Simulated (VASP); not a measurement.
# C (Fd-3m) in VASP: notebook, part 2 of 2

VASP 6.6.1.

## 3. Single point, PBE

This run uses another cell than the first one, of 5.58 Å³/atom, 1.021 times its volume.

File INCAR:

```
SYSTEM = C
ALGO = Normal
EDIFF = 1E-7
ENCUT = 520
GGA = PE
ISIF = 2
ISMEAR = -1
LASPH = .True.
LCHARG = .False.
LREAL = .False.
LWAVE = .False.
NBANDS = 11
NELM = 60
PREC = Accurate
SIGMA = 0.06122561905347299
```

File KPOINTS:

```
k-points
0
Gamma
  26 26 26
  0 0 0
```

File POSCAR:

```
C
1.0
    0.0000000000      1.7740847571      1.7740847571
    1.7740847571      0.0000000000      1.7740847571
    1.7740847571      1.7740847571      0.0000000000
C
2
Direct
    0.0000000000      0.0000000000      0.0000000000
    0.2500000000      0.2500000000      0.2500000000
```

Potentials or basis: VASP PAW PBE potentials, release 64 (C).

Launch:

```
$ cat potpaw_PBE.64/C/POTCAR > POTCAR
$ mpirun -np 1 vasp_std > vasp.out
```

OUTCAR:

```text
SYSTEM = C
   EDIFF = 1E-7
   ENCUT = 520
   GGA = PE
   ISIF = 2
   ISMEAR = -1
   LASPH = .True.
   LREAL = .False.
   NELM = 60
   PREC = Accurate

 ion  position               nearest neighbor table
   1  0.000  0.000  0.000-   2 1.54   2 1.54   2 1.54   2 1.54
   2  0.250  0.250  0.250-   1 1.54   1 1.54   1 1.54   1 1.54

  LATTYP: Found a face centered cubic cell.
 ALAT       =     3.5481695142

  Lattice vectors:

 A1 = (   0.0000000000,   1.7740847571,   1.7740847571)
 A2 = (   1.7740847571,   0.0000000000,   1.7740847571)
 A3 = (   1.7740847571,   1.7740847571,   0.0000000000)
[... 513 lines left out ...]
      7      18.9854      0.00000
      8      25.4755      0.00000
      9      31.2963      0.00000
     10      33.3198      0.00000
     11      34.8876      0.00000

 [... further k-points ...]
[... 5 lines left out ...]
  --------------------------------------------------------------------------------------
  -------------------------------------------------------------------------------------
  Total        0.6694750      0.6694750      0.6694750      0.0000000     -0.0000000      0.0000000
  in kB       96.0487743     96.0487743     96.0487743      0.0000000     -0.0000000      0.0000000
  external PRESSURE =      96.0487743 kB  Pullay stress =       0.0000000 kB

 VOLUME and BASIS-vectors are now :
 -----------------------------------------------------------------------------
  energy-cutoff  :      520.00
  volume of cell :       11.17
      direct lattice vectors                 reciprocal lattice vectors
     0.000000000  1.774084757  1.774084757    -0.281835464  0.281835464  0.281835464
     1.774084757  0.000000000  1.774084757     0.281835464 -0.281835464  0.281835464
     1.774084757  1.774084757  0.000000000     0.281835464  0.281835464 -0.281835464

 POSITION                                       TOTAL-FORCE (eV/Angst)
 -----------------------------------------------------------------------------------
      0.00000      0.00000      0.00000        -0.000000     -0.000000     -0.000000
      0.88704      0.88704      0.88704         0.000000      0.000000      0.000000
 -----------------------------------------------------------------------------------
    total drift:                                0.000000      0.000000      0.000000

  FREE ENERGIE OF THE ION-ELECTRON SYSTEM (eV)
  ---------------------------------------------------
  free  energy   TOTEN  =       -18.1784124675 eV

  energy  without entropy=      -18.1784124675  energy(sigma->0) =      -18.17841247
```

OSZICAR:

```text
N       E                     dE             d eps       ncg     rms          rms(c)
DAV:   1     0.515409829712E+00    0.51541E+00   -0.48775E+03 11584   0.723E+02
DAV:   2    -0.184816141531E+02   -0.18997E+02   -0.18347E+02 14753   0.124E+02
DAV:   3    -0.188474800116E+02   -0.36587E+00   -0.36491E+00 13242   0.132E+01
DAV:   4    -0.188480756579E+02   -0.59565E-03   -0.59564E-03 11960   0.662E-01
DAV:   5    -0.188480763357E+02   -0.67776E-06   -0.67774E-06 13010   0.211E-02    0.567E+00
DAV:   6    -0.183455586771E+02    0.50252E+00   -0.26218E-01 11515   0.362E+00    0.339E+00
DAV:   7    -0.181764927665E+02    0.16907E+00   -0.31971E-01 12202   0.404E+00    0.784E-01
DAV:   8    -0.181783521845E+02   -0.18594E-02   -0.89036E-03 11761   0.708E-01    0.441E-02
DAV:   9    -0.181783916782E+02   -0.39494E-04   -0.61667E-05 13608   0.633E-02    0.249E-02
DAV:  10    -0.181784123850E+02   -0.20707E-04   -0.15283E-05 12091   0.346E-02    0.539E-03
DAV:  11    -0.181784124675E+02   -0.82572E-07   -0.25663E-07 13781   0.459E-03
   1 F= -.18178412E+02 E0= -.18178412E+02  d E =-.202042E-10
```

stdout:

```text
POSCAR found type information on POSCAR C
 POSCAR found :  1 types and       2 ions
 scaLAPACK will be used
 LDA part: xc-table for (Slater+PW92), standard interpolation
 POSCAR, INCAR and KPOINTS ok, starting setup
 FFT: planning ... GRIDC
 FFT: planning ... GRID_SOFT
 FFT: planning ... GRID
 WAVECAR not read
 entering main loop
```

Wall time 56 s (1 thread of Intel Xeon Platinum 8488C (Sapphire Rapids), shared host); peak memory 0.15 GiB.

Results:

| Property | Result |
| --- | --- |
| Free energy | -18.1784 eV |
| Pressure | 9.6 GPa |
| Band gap on the k mesh | 4.17 eV, indirect (least direct gap 5.63 eV) |

Levels at points of the mesh, in eV from the valence-band top:
```tsv
k point	band 1	band 2	band 3	band 4	band 5	band 6	band 7	band 8	band 9
(0.00, 0.00, 0.00)	-21.69	0.00	0.00	0.00	5.63	5.63	5.63	13.69	19.50
(0.50, 0.00, 0.00)	-15.82	-13.55	-2.84	-2.84	8.53	8.53	9.06	15.84	22.12
(0.50, 0.50, 0.00)	-12.87	-12.87	-6.39	-6.39	4.79	4.79	17.05	17.05	23.53
```

A k mesh can miss the band edges.

## 4. Single point, PBE

This run uses another cell than the first one, of 5.70 Å³/atom, 1.042 times its volume.

File INCAR:

```
PREC = Accurate ; ENCUT = 520
EDIFF = 1E-6 ; ISMEAR = -1
SIGMA = 0.06122561905347299 ; LREAL = False
LASPH = True ; NELM = 60
ALGO = Normal ; ISIF = 2
LWAVE = False ; LCHARG = False
GGA = PE ; NBANDS = 11
```

File KPOINTS:

```
Automatic mesh
0
Gamma
  26 26 26
```

File POSCAR:

```
C
1.0
    0.0000000000      1.7860721799      1.7860721799
    1.7860721799      0.0000000000      1.7860721799
    1.7860721799      1.7860721799      0.0000000000
C
2
Direct
    0.0000000000      0.0000000000      0.0000000000
    0.2500000000      0.2500000000      0.2500000000
```

Launch:

```
$ cat potpaw_PBE.64/C/POTCAR > POTCAR
$ mpirun -np 1 vasp_std > vasp.out
```

It took 47 s on 1 thread of Intel Xeon Platinum 8488C (Sapphire Rapids), shared host; peak memory 0.16 GiB.

It converged, with:

| Item | Value |
| --- | --- |
| Free energy | -18.1858 eV |
| Pressure | 0.5 GPa |
| Band gap on the k mesh | 4.13 eV, indirect (least direct gap 5.58 eV) |

Levels at points of the mesh, in eV from the valence-band top:
```csv
k point,band 2,band 3,band 4,band 5,band 6,band 7
"(0.00, 0.00, 0.00)",0.00,0.00,0.00,5.58,5.58,5.58
"(0.50, 0.00, 0.00)",-13.32,-2.79,-2.79,8.44,8.44,8.79
"(0.50, 0.50, 0.00)",-12.73,-6.27,-6.27,4.75,4.75,16.74
```

## 5. Single point, PBE

This run uses another cell than the first one, of 5.70 Å³/atom, 1.042 times its volume.

File INCAR:

```
SYSTEM = C
ALGO = Normal
EDIFF = 1E-7
ENCUT = 520
GGA = PE
ISIF = 2
ISMEAR = -1
LASPH = .True.
LCHARG = .False.
LREAL = .False.
LWAVE = .False.
NBANDS = 11
NELM = 100
PREC = Accurate
SIGMA = 0.06122561905347299
```

File KPOINTS:

```
k-points
0
Gamma
  26 26 26
  0 0 0
```

POSCAR is that of step 4.

Launch:

```
$ cat potpaw_PBE.64/C/POTCAR > POTCAR
$ mpirun -np 1 vasp_std > vasp.out
```

Wall time 48 s (1 thread of Intel Xeon Platinum 8488C (Sapphire Rapids), shared host); peak memory 0.16 GiB.

Results (log left out):

```yaml
Free_energy: -18.1858 eV
Pressure: 0.5 GPa
Band_gap_on_the_k_mesh: 4.13 eV, indirect (least direct gap 5.58 eV)
```

Levels at points of the mesh, in eV from the valence-band top:
| k point | band 1 | band 2 | band 3 | band 4 | band 5 | band 6 | band 7 | band 8 |
| --- | --- | --- | --- | --- | --- | --- | --- | --- |
| (0.00, 0.00, 0.00) | -21.42 | 0.00 | 0.00 | 0.00 | 5.58 | 5.58 | 5.58 | 13.23 |
| (0.50, 0.00, 0.00) | -15.67 | -13.32 | -2.79 | -2.79 | 8.44 | 8.44 | 8.79 | 15.66 |
| (0.50, 0.50, 0.00) | -12.73 | -12.73 | -6.27 | -6.27 | 4.75 | 4.75 | 16.74 | 16.74 |

A k mesh can miss the band edges.

## 6. Single point, PBE

This run uses another cell than the first one, of 5.36 Å³/atom, 0.979 times its volume.

File INCAR:

```
PREC = Accurate ; ENCUT = 520
EDIFF = 1E-6 ; ISMEAR = -1
SIGMA = 0.06122561905347299 ; LREAL = F
LASPH = T ; NELM = 100
ALGO = Normal ; ISIF = 2
LWAVE = F ; LCHARG = F
GGA = PE ; NBANDS = 11
```

File KPOINTS:

```
Automatic mesh
0
Gamma
  18 18 18
```

File POSCAR:

```
C
1.0
    0.0000000000      1.7496114966      1.7496114966
    1.7496114966      0.0000000000      1.7496114966
    1.7496114966      1.7496114966      0.0000000000
C
2
Direct
    0.0000000000      0.0000000000      0.0000000000
    0.2500000000      0.2500000000      0.2500000000
```

Potentials or basis: VASP PAW PBE potentials, release 64 (C).

Launch:

```
$ cat potpaw_PBE.64/C/POTCAR > POTCAR
$ mpirun -np 1 vasp_std > vasp.out
```

It took 29 s on 1 thread of Intel Xeon 8259CL, shared host; peak memory 0.12 GiB.

It converged, with:

| Item | Value |
| --- | --- |
| Free energy | -18.1214 eV |
| Pressure | 30.7 GPa |
| Band gap on the k mesh | 4.27 eV, indirect (least direct gap 5.75 eV) |

Levels at points of the mesh, in eV from the valence-band top:
```
           k point  band 2  band 3  band 4  band 5  band 6  band 7
(0.00, 0.00, 0.00)    0.00    0.00    0.00    5.75    5.75    5.75
(0.50, 0.00, 0.00)  -14.02   -2.95   -2.95    8.70    8.70    9.64
(0.50, 0.50, 0.00)  -13.18   -6.65   -6.65    4.88    4.88   17.70
```

A k mesh can miss the band edges.

## 7. Summary

| cell | k mesh | gap on the mesh (eV) | pressure (GPa) |
| --- | --- | --- | --- |
| a = 2.492 Å, angles 60.0°, 2 atoms | 26 × 26 × 26 | 4.22 | 19.6 |
| a = 2.509 Å, angles 60.0°, 2 atoms | 26 × 26 × 26 | 4.17 | 9.6 |
| a = 2.526 Å, angles 60.0°, 2 atoms | 26 × 26 × 26 | 4.13 | 0.5 |
| a = 2.474 Å, angles 60.0°, 2 atoms | 18 × 18 × 18 | 4.27 | 30.7 |

Alike in all rows: task single point; level PBE; potentials or basis VASP PAW PBE potentials, release 64 (C); no spin polarisation; cutoff (eV) 520; smearing fermi-dirac 0.0612256 eV.

Total energies depend on the potentials used, so only differences within one code and one set of settings carry meaning.
